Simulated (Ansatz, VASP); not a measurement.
**One calculation of Si2Mo, two programs**

```
CELL_PARAMETERS angstrom
5.28869 0.00000 0.00000
-2.64435 4.58014 0.00000
0.00000 0.00000 4.03862
ATOMIC_POSITIONS crystal
Si 0.50000 0.00000 0.00000
Si 0.00000 0.50000 0.00000
Si 0.50000 0.50000 0.00000
Si 0.00000 0.00000 0.00000
Mo 0.33333 0.66667 0.50000
Mo 0.66667 0.33333 0.50000
```

Alike in both runs: functional PBE; k mesh 6 × 6 × 4; occupations gaussian, width 0.1 eV; no spin polarisation.

Ansatz relaxed the structure, and its values are those at the end. VASP's run is a single point on that final structure, the one shown.

```csv
,VASP,Ansatz
version,VASP 6.6.1,Ansatz 0.2.0
potentials or method,"VASP PAW PBE potentials, release 64 (Si, Mo_sv), cutoff 520 eV","scalar-relativistic, plane waves, PAW"
valence electrons in the cell,44,44
```

```csv
,VASP,Ansatz,Ansatz less VASP
gap on the k mesh at the Fermi level (eV),none,none,-
pressure (GPa),-0.1,-0.1,-0.05
```

A gap of «none» marks a metal or a gap that the smearing closes. With one functional, cell and mesh, what is left measures potentials, basis and numerics.

The k mesh is coarse, so the values compare programs but aren't converged.
